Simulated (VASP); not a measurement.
Ta: single point with PBE

The system is Ta.

```xyz
2
Lattice="2.8913 0.0000 0.0000 -1.4456 2.5039 0.0000 0.0000 0.0000 5.1208" Properties=species:S:1:pos:R:3 pbc="T T T"
Ta    0.0000    1.6693    1.2802
Ta    1.4456    0.8346    3.8406
```

This isn't the form of Ta at room conditions, which is bcc.

```yaml
Program: VASP 6.6.1
Task: single point
Functional: PBE
Potentials_or_basis: VASP PAW PBE potentials, release 64 (Ta_pv)
Cutoff: 520 eV
k_mesh: 15 × 15 × 8
Occupations: fermi-dirac, width 0.05 eV
Spin: no spin polarisation
```

```yaml
Pressure: 2.1 GPa
Band_gap_on_the_k_mesh: zero (bands 11 and 12 overlap by 2.19 eV)
```

Levels at points of the mesh, in eV from the Fermi level:
| k point | band 8 | band 9 | band 10 | band 11 | band 12 | band 13 | band 14 | band 15 |
| --- | --- | --- | --- | --- | --- | --- | --- | --- |
| (0.00, 0.00, 0.00) | -4.93 | -0.51 | -0.04 | 0.60 | 0.60 | 1.18 | 1.18 | 2.97 |
| (0.00, 0.00, 0.50) | -6.36 | -1.16 | -1.16 | 0.64 | 0.64 | 0.64 | 0.64 | 4.47 |

It took 60 s on 1 thread of AMD EPYC 9R45 96-Core Processor (Zen 5), on a shared host, peak memory 0.18 GiB.

Caveat: spin-orbit coupling is left out, which moves the levels of the heavy elements.
